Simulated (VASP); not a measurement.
Runs of VASP 6.6.1 on Ti. The structure is that of space group P6_3/mmc (No. 194), or close to it. The cells are those of the table. 

```tsv
cell	gap on the mesh (eV)	pressure (GPa)
a = 2.869, b = 2.869, c = 4.552 Å, angles 90.0, 90.0, 120.0°, 2 atoms	none	8.3
a = 3.027, b = 3.027, c = 4.802 Å, angles 90.0, 90.0, 120.0°, 2 atoms	none	(b)
a = 2.827, b = 2.827, c = 4.485 Å, angles 90.0, 90.0, 120.0°, 2 atoms	none	14.9
a = 3.064, b = 3.064, c = 4.860 Å, angles 90.0, 90.0, 120.0°, 2 atoms	none	-11.4
a = 2.950, b = 2.950, c = 4.680 Å, angles 90.0, 90.0, 120.0°, 2 atoms	none	-1.7
a = 2.910, b = 2.910, c = 4.617 Å, angles 90.0, 90.0, 120.0°, 2 atoms	none	(a)
a = 2.989, b = 2.989, c = 4.742 Å, angles 90.0, 90.0, 120.0°, 2 atoms	none	-5.5
```

Alike in all rows: task single point; level PBE; potentials or basis VASP PAW PBE potentials, release 64 (Ti_sv); no spin polarisation; k mesh 11 × 11 × 6; cutoff (eV) 520; smearing methfessel-paxton 0.1 eV.

Task: Fill in the values left out.

Result: (a) 2.8; (b) -8.7.

A gap of «none» marks levels without a gap at the run's occupations.
